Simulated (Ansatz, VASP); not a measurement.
**One calculation of Sb, two programs**

```
CELL_PARAMETERS angstrom
1.66830 0.96320 8.41453
-1.66830 0.96320 8.41453
0.00000 -1.92639 8.41453
ATOMIC_POSITIONS crystal
Sb 0.00000 0.00000 0.00000
Sb 0.22020 0.22020 0.22020
Sb 0.77980 0.77980 0.77980
```

Alike in both runs: functional r2SCAN; k mesh 6 × 6 × 6; occupations gaussian, width 0.1 eV; no spin polarisation.

Ansatz relaxed the structure, and its values are those at the end. VASP's run is a single point on that final structure, the one shown.

|  | VASP | Ansatz |
| --- | --- | --- |
| version | VASP 6.6.1 | Ansatz 0.2.0 |
| potentials or method | VASP PAW PBE potentials, release 64 (Sb), cutoff 520 eV | scalar-relativistic, plane waves, PAW |
| valence electrons in the cell | 15 | 45 |

VASP gave:

```
gap on the k mesh at the Fermi level (eV) : none
pressure (GPa)                            : -0.2
rms of the force components (eV/Å)        : 0.006
```

**Question.** Estimate Ansatz's values.

**Answer.** gap on the k mesh at the Fermi level (eV): none; pressure (GPa): -0.1; rms of the force components (eV/Å): 0.004.

VASP's potentials were made for PBE, not for r2SCAN. A gap of «none» marks a metal or a gap that the smearing closes. VASP's potentials hold 15 valence electrons a cell and Ansatz's 45, so a difference there can come from the potentials and not from the codes.

The k mesh is coarse, so the values compare programs but aren't converged. Spin-orbit coupling is off throughout.
